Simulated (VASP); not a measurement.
Set up this calculation in VASP 6.6.1, as the native input.

* Task: single point
* Functional: r2SCAN
* Potentials or basis: VASP PAW PBE potentials, release 64 (Ti_sv, B)
* Cutoff: 520 eV
* k mesh: 11 × 11 × 9
* Occupations: fermi-dirac, width 0.15 eV
* Spin: no spin polarisation
* Dipole correction: no
* Further INCAR settings: ALGO = Normal; EDIFF = 1e-06; NBANDS = 16

Crystal: TiB2.

```
Ti B
1.0
     2.98826    0.00000    0.00000
    -1.49413    2.58791    0.00000
     0.00000    0.00000    3.18477
Ti B
1 2
Direct
  0.00000 0.00000 0.00000
  0.33333 0.66667 0.50000
  0.66667 0.33333 0.50000
```

One way to write it, as run:

POSCAR

```
TiB2
1.0
    2.9882598462      0.0000000000      0.0000000000
   -1.4941299231      2.5879087889      0.0000000000
    0.0000000000      0.0000000000      3.1847676243
Ti B
1 2
Direct
    0.0000000000      0.0000000000      0.0000000000
    0.3333333333      0.6666666667      0.5000000000
    0.6666666667      0.3333333333      0.5000000000
```

INCAR.step1

```
PREC = Accurate
ENCUT = 520
ISMEAR = -1
SIGMA = 0.15
LREAL = False
LASPH = True
NELM = 100
NBANDS = 16
GGA = PE
ALGO = Normal
EDIFF = 1E-4
LWAVE = True
LCHARG = False
```

INCAR.step2

```
PREC = Accurate
ENCUT = 520
EDIFF = 1E-6
ISMEAR = -1
SIGMA = 0.15
LREAL = False
LASPH = True
NELM = 100
ALGO = Normal
ISIF = 2
LWAVE = False
LCHARG = False
METAGGA = R2SCAN
LMIXTAU = True
NBANDS = 16
ISTART = 1
```

KPOINTS

```
Automatic mesh
0
Gamma
  11 11 9
```

Potentials or basis: VASP PAW PBE potentials, release 64 (Ti_sv, B).

The run is started by

```sh
$ cat potpaw_PBE.64/Ti_sv/POTCAR potpaw_PBE.64/B/POTCAR > POTCAR
$ cp INCAR.step1 INCAR
$ mpirun -np 1 vasp_std > vasp.out
$ cp INCAR.step2 INCAR
$ mpirun -np 1 vasp_std > vasp.out
```

Results of the run:

```json
{
 "Pressure": "11.2 GPa",
 "Band gap on the k mesh": "zero (band 9 reaches 10.79 eV, above the bottom of band 10 at 10.31 eV)"
}
```

Caveat: the PAW data sets were made with another functional, which shifts forces and pressure a little.

Run time: 54 s on 1 thread of Intel(R) Xeon(R) Platinum 8488C (Sapphire Rapids), with other jobs on the host, peak memory 0.16 GiB.
